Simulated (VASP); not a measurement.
Wanted: the native input for a VASP 6.6.1 run.

```yaml
Task: relaxation of cell and atoms
Functional: PBE
Potentials_or_basis: VASP PAW PBE potentials, release 64 (Ga_d, Sb)
Cutoff: 600 eV
k_mesh: 6 × 6 × 4
Occupations: gaussian, width 0.1 eV
Spin: no spin polarisation
Dipole_correction: no
Further_INCAR_settings: ALGO = Fast; EDIFF = 1e-07; IBRION = 2; EDIFFG = -0.04; NSW = 90; ISIF = 3
```

The structure of Ga3Sb lies in POSCAR:

```
Ga3Sb
1.0
    3.8771394594      0.0000000000      0.0000000000
   -1.9385697297      3.3577012659      0.0000000000
    0.0000000000      0.0000000000      6.9530823032
Ga Sb
3 1
Direct
    0.3333333333      0.6666666667      0.2239925671
    0.6666666667      0.3333333333      0.7760074329
    0.0000000000      0.0000000000      0.0000000000
    0.0000000000      0.0000000000      0.5000000000
```

The cell was built from a structure type or drawn by symmetry, and may not be a known phase.

These files were run (other wordings do the same):

INCAR

```
SYSTEM = Ga3Sb
PREC = Accurate ; ENCUT = 600
EDIFF = 1E-7 ; ISMEAR = 0
SIGMA = 0.1 ; LREAL = .False.
LASPH = .True. ; NELM = 60
ALGO = Fast ; ISIF = 3
LWAVE = .False. ; LCHARG = .False.
GGA = PE ; IBRION = 2
NSW = 90 ; EDIFFG = -0.04
```

KPOINTS

```
Automatic mesh
0
Gamma
  6 6 4
  0 0 0
```

Potentials or basis: VASP PAW PBE potentials, release 64 (Ga_d, Sb).

The run is started by

```sh
$ cat potpaw_PBE.64/Ga_d/POTCAR potpaw_PBE.64/Sb/POTCAR > POTCAR
$ mpirun -np 1 vasp_std > vasp.out
```

It gave:

| Property | Result |
| --- | --- |
| Relaxed volume | 22.81 Å³/atom |
| Relaxed cell | a = 3.890 Å, b = 3.890 Å, c = 6.961 Å, α = 90.00°, β = 90.00°, γ = 120.00° |
| Space group after relaxing (to 0.1 Å) | P-3m1 (No. 164) |
| Energy gained by relaxing | 0.4 meV/atom |
| Ionic steps | 6 |
| Pressure after relaxing | -0.1 GPa |
| Largest force after relaxing | 0.033 eV/Å |
| Band gap on the k mesh | zero (bands 22 and 23 overlap by 3.82 eV) |

Caveat: spin-orbit coupling is left out, which moves the levels of the heavy elements.

It took 5.2 min on 1 thread of Intel(R) Xeon(R) Platinum 8259CL CPU @ 2.50GHz (Skylake/Cascade Lake) (shared host), peak memory 0.27 GiB.
